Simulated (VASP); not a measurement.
# LiF (P6_3/mmc) in VASP: further runs

LiF is run at these levels: PBEsol, PBE; tasks: single point.

Program: VASP 6.6.1. These are calculated values, not measurements. Logs are shortened: lines on timing, memory, paths and dates and some standing lists are left out, and cuts for length are marked.

### 1 The cell of the first run

It takes space group P6_3/mmc (No. 194, hexagonal). Conventional cell: a = 2.776 Å, b = 2.776 Å, c = 4.783 Å, α = 90.00°, β = 90.00°, γ = 120.00°. Li (site symmetry -3m) has 6 F at 2.00 Å and 2 Li at 2.39 Å within 2.6 Å. F (site symmetry -6m2) has 6 Li at 2.00 Å within 2.6 Å.

### 2 Single point, PBEsol

Contents of INCAR:

```
ALGO = Normal ; EDIFF = 1E-7
ENCUT = 520 ; GGA = PS
ISIF = 2 ; ISMEAR = 0
LASPH = T ; LCHARG = T
LELF = T ; LREAL = F
LVHAR = T ; LWAVE = F
NBANDS = 18 ; NELM = 100
PREC = Accurate ; SIGMA = 0.01
```

Contents of KPOINTS:

```
k-points
0
Gamma
  6 6 4
```

Contents of POSCAR:

```
LiF
1.0
    2.7757075659      0.0000000000      0.0000000000
   -1.3878537829      2.4038332655      0.0000000000
    0.0000000000      0.0000000000      4.7826938440
Li F
2 2
Direct
    0.0000000000      0.0000000000      0.0000000000
    0.0000000000      0.0000000000      0.5000000000
    0.3333333333      0.6666666667      0.2500000000
    0.6666666667      0.3333333333      0.7500000000
```

Potentials or basis: VASP PAW PBE potentials, release 64 (Li_sv, F).

Launch:

```bash
$ cat potpaw_PBE.64/Li_sv/POTCAR potpaw_PBE.64/F/POTCAR > POTCAR
$ mpirun -np 1 vasp_std > vasp.out
```

OUTCAR:

```text
EDIFF = 1E-7
   ENCUT = 520
   GGA = PS
   ISIF = 2
   ISMEAR = 0
   LASPH = T
   LREAL = F
   NELM = 100
   PREC = Accurate

 ion  position               nearest neighbor table
   1  0.000  0.000  0.000-   3 2.00   4 2.00   3 2.00   4 2.00   4 2.00   3 2.00   2 2.39   2 2.39

   2  0.000  0.000  0.500-   3 2.00   4 2.00   3 2.00   4 2.00   4 2.00   3 2.00   1 2.39   1 2.39

   3  0.333  0.667  0.250-   1 2.00   2 2.00   1 2.00   2 2.00   1 2.00   2 2.00
   4  0.667  0.333  0.750-   1 2.00   2 2.00   1 2.00   2 2.00   1 2.00   2 2.00

  LATTYP: Found a hexagonal cell.
 ALAT       =     2.7757075659
 C/A-ratio  =     1.7230539351

  Lattice vectors:

 A1 = (   2.7757075659,   0.0000000000,   0.0000000000)
 A2 = (  -1.3878537829,   2.4038332655,   0.0000000000)
 A3 = (   0.0000000000,   0.0000000000,   4.7826938440)

Analysis of symmetry for initial positions (statically):
=====================================================================
 Subroutine PRICEL returns:
 Original cell was already a primitive cell.

 Routine SETGRP: Setting up the symmetry group for a
 hexagonal supercell.

 Subroutine GETGRP returns: Found 24 space group operations
 (whereof 12 operations were pure point group operations)
 out of a pool of 24 trial point group operations.

The static configuration has the point symmetry D_3d.
 The point group associated with its full space group is D_6h.

Analysis of symmetry for dynamics (positions and initial velocities):
=====================================================================
 Subroutine PRICEL returns:
 Original cell was already a primitive cell.

 Routine SETGRP: Setting up the symmetry group for a
 hexagonal supercell.

 Subroutine GETGRP returns: Found 24 space group operations
 (whereof 12 operations were pure point group operations)
 out of a pool of 24 trial point group operations.

The dynamic configuration has the point symmetry D_3d.
 The point group associated with its full space group is D_6h.

 Subroutine INISYM returns: Found 24 space group operations
 (whereof 12 operations are pure point group operations),
 and found     1 'primitive' translations

----------------------------------------------------------------------------------------

                                     Primitive cell

  volume of cell :      31.9118

  direct lattice vectors                    reciprocal lattice vectors
     2.775707566  0.000000000  0.000000000     0.360268500  0.208001115  0.000000000
    -1.387853783  2.403833265  0.000000000     0.000000000  0.416002230  0.000000000
     0.000000000  0.000000000  4.782693844     0.000000000  0.000000000  0.209087187

  length of vectors
     2.775707566  2.775707566  4.782693844     0.416002230  0.416002230  0.209087187

  position of ions in fractional coordinates (direct lattice)
     0.000000000  0.000000000  0.000000000
     0.000000000  0.000000000  0.500000000
     0.333333333  0.666666667  0.250000000
     0.666666667  0.333333333  0.750000000

  ion indices of the primitive-cell ions
   primitive index   ion index
                 1           1
                 2           2
                 3           3
                 4           4

----------------------------------------------------------------------------------------

 KPOINTS: k-points

Automatic generation of k-mesh.
 Grid dimensions read from file:
 generate k-points for:    6    6    4

 Generating k-lattice:

  Cartesian coordinates                     Fractional coordinates (reciprocal lattice)
     0.060044750  0.034666853  0.000000000     0.166666667 -0.000000000  0.000000000
     0.000000000  0.069333705  0.000000000     0.000000000  0.166666667  0.000000000
     0.000000000  0.000000000  0.052271797     0.000000000  0.000000000  0.250000000

  Length of vectors
     0.069333705  0.069333705  0.052271797

  Shift w.r.t. Gamma in fractional coordinates (k-lattice)
     0.000000000  0.000000000  0.000000000

 Subroutine IBZKPT returns following result:
 ===========================================

 Found     21 irreducible k-points:

 Following reciprocal coordinates:
            Coordinates               Weight
  0.000000  0.000000  0.000000      1.000000
  0.166667  0.000000  0.000000      6.000000
  0.333333 -0.000000  0.000000      6.000000
  0.500000 -0.000000  0.000000      3.000000
  0.166667  0.166667  0.000000      6.000000
  0.333333  0.166667  0.000000     12.000000
[... 13 lines left out ...]
  0.333333  0.166667  0.500000     12.000000
  0.333333  0.333333  0.500000      2.000000
   k-points           NKPTS =     21   k-points in BZ     NKDIM =     21   number of bands    NBANDS=     18
   number of dos      NEDOS =    301   number of ions     NIONS =      4
   total plane-waves  NPLWV =  20736
   dimension x,y,z NGX =    24 NGY =   24 NGZ =   36
   dimension x,y,z NGXF=    48 NGYF=   48 NGZF=   72
   ions per type =               2   2
   NGX,Y,Z   is equivalent  to a cutoff of  14.37, 14.37, 12.51 a.u.
   NGXF,Y,Z  is equivalent  to a cutoff of  28.75, 28.75, 25.03 a.u.
 SYSTEM =  unknown system
   PREC   = accura    normal or accurate (medium, high low for compatibility)
   ISTART =      0    job   : 0-new  1-cont  2-samecut
   ICHARG =      2    charge: 1-file 2-atom 10-const
   ISPIN  =      1    spin polarized calculation?
   LNONCOLLINEAR =      F non collinear calculations
   LSORBIT =      F    spin-orbit coupling
   LASPH  =      T    aspherical Exc in radial PAW
   ENCUT  =  520.0 eV  38.22 Ry    6.18 a.u.   5.16  5.16  8.89*2*pi/ulx,y,z
   NELM   =    100;   NELMIN=  2; NELMDL= -5     # of ELM steps
   EDIFF  = 0.1E-06   stopping-criterion for ELM
   LREAL  =      F    real-space projection
   EDIFFG = 0.1E-05   stopping-criterion for IOM
   NSW    =      0    number of steps for IOM
   IBRION =     -1    ionic relax: 0-MD 1-quasi-New 2-CG
   NFREE  =      0    steps in history (QN), initial steepest desc. (CG)
   ISIF   =      2    stress and relaxation
   ISYM   =      2    0-nonsym 1-usesym 2-fastsym
   POTIM  = 0.5000    time-step for ionic-motion
   TEBEG  =    0.0;   TEEND  =   0.0 temperature during run
   PSTRESS=    0.0 pullay stress
   NELECT =      20.0000    total number of electrons
   NUPDOWN=      -1.0000    fix difference up-down
   EMIN   =  10.00;   EMAX   =-10.00  energy-range for DOS
   EFERMI =   0.00;   METHOD = LEGACY
   ISMEAR =     0;   SIGMA  =   0.01  broadening in eV -4-tet -1-fermi 0-gaus
   EFERMI_NEDOS =   21; number of points for ismear=-14 and -15
   IALGO  =     38    algorithm
   IMIX   =      4    mixing-type and parameters
     AMIX     =   0.40;   BMIX     =  1.00
     AMIX_MAG =   1.60;   BMIX_MAG =  1.00
  volume/ion in A,a.u.               =       7.98        53.84
  Fermi-wavevector in a.u.,A,eV,Ry     =   1.400989  2.647485 26.705096  1.962769
  Thomas-Fermi vector in A             =   2.523895
   LORBIT       =      0    0 simple, 1 ext, 2 COOP (PROOUT), +10 PAW based schemes
   GGA     = PS    functional components
   LHFCALC =     F    Hartree Fock is set to
   AEXX    =    0.0000 exact exchange contribution
   IVDW    =     0    specifies the selected vdW correction
   LEPSILON=     F    determine dielectric tensor
   LRPA    =     F    only Hartree local field effects (RPA)
 non-spin polarized calculation
 Gauss-broadening in eV      SIGMA  =   0.01
  energy-cutoff  :      520.00
  volume of cell :       31.91
 maximum number of plane-waves:       872
 NGX is ok and might be reduce to    24
   NGX = 11   NGY = 11   NGZ = 17

 number of electron      19.9999983 magnetization

 Free energy of the ion-electron system (eV)
  ---------------------------------------------------
  ext. energy  EPLUGINS =         0.00000000
  ---------------------------------------------------
  free energy    TOTEN  =       -19.52741632 eV

  energy without entropy =      -19.52741632  energy(sigma->0) =      -19.52741632

 E-fermi :  -0.6860     XC(G=0): -10.3161

 val. band max:       -0.8566572423   @ k =   0.0000   0.0000   0.0000
 cond. band min:       8.1863770537   @ k =   0.0000   0.0000   0.0000
 fundamental gap:      9.0430342960
 Fermi energy:        -0.6860099316

 k-point     1 :       0.0000    0.0000    0.0000
  band No.  band energies     occupation
      1     -41.2726      2.00000
      2     -41.1685      2.00000
      3     -20.8871      2.00000
      4     -20.5274      2.00000
      5      -3.6109      2.00000
      6      -1.1619      2.00000
[... 10 lines left out ...]
     17      22.3894      0.00000
     18      22.3894      0.00000

 k-point     2 :       0.1667    0.0000    0.0000
  band No.  band energies     occupation
      1     -41.2578      2.00000
      2     -41.1581      2.00000
      3     -20.7783      2.00000
      4     -20.4240      2.00000
      5      -3.4757      2.00000
      6      -1.8593      2.00000
[... 10 lines left out ...]
     17      20.0673      0.00000
     18      20.6009      0.00000

 k-point     3 :       0.3333   -0.0000    0.0000
  band No.  band energies     occupation
      1     -41.2279      2.00000
      2     -41.1377      2.00000
      3     -20.5342      2.00000
      4     -20.2238      2.00000
      5      -3.1132      2.00000
      6      -3.1074      2.00000
[... 10 lines left out ...]
     17      18.7348      0.00000
     18      19.5546      0.00000

 k-point     4 :       0.5000   -0.0000    0.0000
  band No.  band energies     occupation
      1     -41.2130      2.00000
      2     -41.1273      2.00000
      3     -20.3918      2.00000
      4     -20.1331      2.00000
      5      -3.6093      2.00000
      6      -3.4038      2.00000
[... 10 lines left out ...]
     17      18.0765      0.00000
     18      19.6494      0.00000

 k-point     5 :       0.1667    0.1667    0.0000
  band No.  band energies     occupation
      1     -41.2353      2.00000
      2     -41.1428      2.00000
      3     -20.5959      2.00000
      4     -20.2758      2.00000
      5      -3.2070      2.00000
      6      -2.7231      2.00000
[... 10 lines left out ...]
     17      19.9078      0.00000
     18      20.5380      0.00000

 k-point     6 :       0.3333    0.1667    0.0000
  band No.  band energies     occupation
      1     -41.2129      2.00000
      2     -41.1275      2.00000
      3     -20.3714      2.00000
      4     -20.1557      2.00000
      5      -3.3344      2.00000
      6      -3.0960      2.00000
[... 10 lines left out ...]
     17      19.3225      0.00000
     18      20.3388      0.00000

 k-point     7 :       0.3333    0.3333    0.0000
  band No.  band energies     occupation
      1     -41.2053      2.00000
      2     -41.1223      2.00000
      3     -20.2046      2.00000
      4     -20.2046      2.00000
      5      -2.8862      2.00000
      6      -2.8862      2.00000
[... 10 lines left out ...]
     17      19.6922      0.00000
     18      22.3945      0.00000

 k-point     8 :       0.0000    0.0000    0.2500
  band No.  band energies     occupation
      1     -41.2576      2.00000
      2     -41.1838      2.00000
      3     -20.8366      2.00000
      4     -20.5832      2.00000
      5      -3.3037      2.00000
      6      -1.5921      2.00000
[... 10 lines left out ...]
     17      21.2012      0.00000
     18      21.2012      0.00000
[... 166 lines left out ...]
     17      19.7061      0.00000
     18      19.7061      0.00000

 k-point    17 :       0.3333   -0.0000    0.5000
  band No.  band energies     occupation
      1     -41.1830      2.00000
      2     -41.1830      2.00000
      3     -20.3813      2.00000
      4     -20.3813      2.00000
      5      -3.2967      2.00000
      6      -3.2967      2.00000
[... 10 lines left out ...]
     17      19.1701      0.00000
     18      19.1701      0.00000

 k-point    18 :       0.5000   -0.0000    0.5000
  band No.  band energies     occupation
      1     -41.1704      2.00000
      2     -41.1704      2.00000
      3     -20.2630      2.00000
      4     -20.2630      2.00000
      5      -3.8170      2.00000
      6      -3.8170      2.00000
[... 10 lines left out ...]
     17      18.9025      0.00000
     18      18.9025      0.00000

 k-point    19 :       0.1667    0.1667    0.5000
  band No.  band energies     occupation
      1     -41.1893      2.00000
      2     -41.1893      2.00000
      3     -20.4390      2.00000
      4     -20.4390      2.00000
      5      -2.9521      2.00000
      6      -2.9521      2.00000
[... 10 lines left out ...]
     17      20.3294      0.00000
     18      20.3294      0.00000

 k-point    20 :       0.3333    0.1667    0.5000
  band No.  band energies     occupation
      1     -41.1703      2.00000
      2     -41.1703      2.00000
      3     -20.2630      2.00000
      4     -20.2630      2.00000
      5      -3.5758      2.00000
      6      -3.5758      2.00000
[... 10 lines left out ...]
     17      20.3753      0.00000
     18      20.3753      0.00000

 k-point    21 :       0.3333    0.3333    0.5000
  band No.  band energies     occupation
      1     -41.1640      2.00000
      2     -41.1640      2.00000
      3     -20.2024      2.00000
      4     -20.2024      2.00000
      5      -3.4896      2.00000
      6      -3.4896      2.00000
[... 10 lines left out ...]
     17      21.1354      0.00000
     18      21.1354      0.00000

------------------------ aborting loop because EDIFF is reached ----------------------------------------

  FORCE on cell =-STRESS in cart. coord.  units (eV):
  Direction    XX          YY          ZZ          XY          YZ          ZX
  --------------------------------------------------------------------------------------
  -------------------------------------------------------------------------------------
  Total        0.1251411      0.1251411      0.2097917      0.0000000      0.0000000      0.0000000
  in kB        6.2828961      6.2828961     10.5329081      0.0000000      0.0000000      0.0000000
  external PRESSURE =       7.6995668 kB  Pullay stress =       0.0000000 kB

 VOLUME and BASIS-vectors are now :
 -----------------------------------------------------------------------------
  energy-cutoff  :      520.00
  volume of cell :       31.91
      direct lattice vectors                 reciprocal lattice vectors
     2.775707566  0.000000000  0.000000000     0.360268500  0.208001115  0.000000000
    -1.387853783  2.403833265  0.000000000     0.000000000  0.416002230  0.000000000
     0.000000000  0.000000000  4.782693844     0.000000000  0.000000000  0.209087187

 POSITION                                       TOTAL-FORCE (eV/Angst)
 -----------------------------------------------------------------------------------
      0.00000      0.00000      0.00000         0.000000      0.000000      0.000000
      0.00000      0.00000      2.39135         0.000000      0.000000      0.000000
     -0.00000      1.60256      1.19567         0.000000      0.000000     -0.000000
      1.38785      0.80128      3.58702        -0.000000      0.000000     -0.000000
 -----------------------------------------------------------------------------------
    total drift:                               -0.000000      0.000000     -0.000000

  FREE ENERGIE OF THE ION-ELECTRON SYSTEM (eV)
  ---------------------------------------------------
  free  energy   TOTEN  =       -19.5274163180 eV

  energy  without entropy=      -19.5274163180  energy(sigma->0) =      -19.52741632
```

Wall time 16 s (1 thread of AMD EPYC 7R13 (Zen 3), shared host); peak memory 0.12 GiB.

What came out:

| Item | Value |
| --- | --- |
| Free energy | -19.5274 eV |
| Band gap on the k mesh | 9.04 eV, direct |

Caveat: the k points lie up to 0.44 Å⁻¹ apart; the cutoff is under 1.25 times the usual one of these potentials, so pressure, stress and relaxed cells hold a basis-set (Pulay) error; the PAW data sets were made with another functional, which shifts forces and pressure a little.

### 3 Single point, PBE

Contents of INCAR:

```
SYSTEM = LiF
ALGO = Normal
EDIFF = 1E-7
ENCUT = 520
GGA = PE
ISIF = 2
ISMEAR = 0
LASPH = .True.
LCHARG = .False.
LREAL = .False.
LWAVE = .False.
NBANDS = 18
NELM = 60
PREC = Accurate
SIGMA = 0.01
```

Contents of KPOINTS:

```
k-points
0
Gamma
  6 6 4
  0 0 0
```

POSCAR is that of step 2.

Potentials or basis: VASP PAW PBE potentials, release 64 (Li_sv, F).

Launch:

```bash
$ cat potpaw_PBE.64/Li_sv/POTCAR potpaw_PBE.64/F/POTCAR > POTCAR
$ mpirun -np 1 vasp_std > vasp.out
```

Wall time 15 s (1 thread of AMD EPYC 7R13 (Zen 3), shared host); peak memory 0.11 GiB.

The run converged. Its results:

| Item | Value |
| --- | --- |
| Free energy | -19.0837 eV |
| Band gap on the k mesh | 9.22 eV, direct |

Levels at points of the mesh, in eV from the valence-band top:
```
           k point  band 8  band 9  band 10  band 11  band 12  band 13
(0.00, 0.00, 0.00)   -0.18    0.00     0.00     9.22    10.85    16.50
(0.50, 0.00, 0.00)   -0.97   -0.70    -0.30    11.23    15.11    15.74
(0.00, 0.00, 0.50)   -0.09   -0.09    -0.09    10.49    10.49    17.28
(0.50, 0.00, 0.50)   -0.96   -0.65    -0.65    12.72    12.72    16.61
```

Caveat: the k points lie up to 0.44 Å⁻¹ apart; the cutoff is under 1.25 times the usual one of these potentials, so pressure, stress and relaxed cells hold a basis-set (Pulay) error. A k mesh can miss the band edges.
